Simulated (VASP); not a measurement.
Li16B (a cell with a defect), 17 atoms in the cell. The cell holds a defect, 17 atoms: a = 6.980 Å, b = 6.980 Å, c = 6.980 Å, α = 90.00°, β = 90.00°, γ = 90.00°. 

- Program: VASP 6.6.1
- Task: single point
- Functional: PBE
- Potentials or basis: VASP PAW PBE potentials, release 64 (Li_sv, B)
- Cutoff: 520 eV
- k mesh: 3 × 3 × 3
- Occupations: fermi-dirac, width 0.15 eV
- Spin: no spin polarisation
- Dipole correction: no
- Further INCAR settings: LREAL = Auto; ALGO = Normal; EDIFF = 1e-07; NBANDS = 40

Potentials or basis: VASP PAW PBE potentials, release 64 (Li_sv, B).

Command:

```bash
$ cat potpaw_PBE.64/Li_sv/POTCAR potpaw_PBE.64/B/POTCAR > POTCAR
$ mpirun -np 1 vasp_std > vasp.out
```

Hardware: 1 thread of Intel(R) Xeon(R) 6975P-C (Granite Rapids) (shared host).

How long does it take, and how much memory?

Run time: 4 min on 1 thread of Intel(R) Xeon(R) 6975P-C (Granite Rapids), with other jobs on the host, peak memory 0.4 GiB. Counts: scf iterations 20, k points 14.
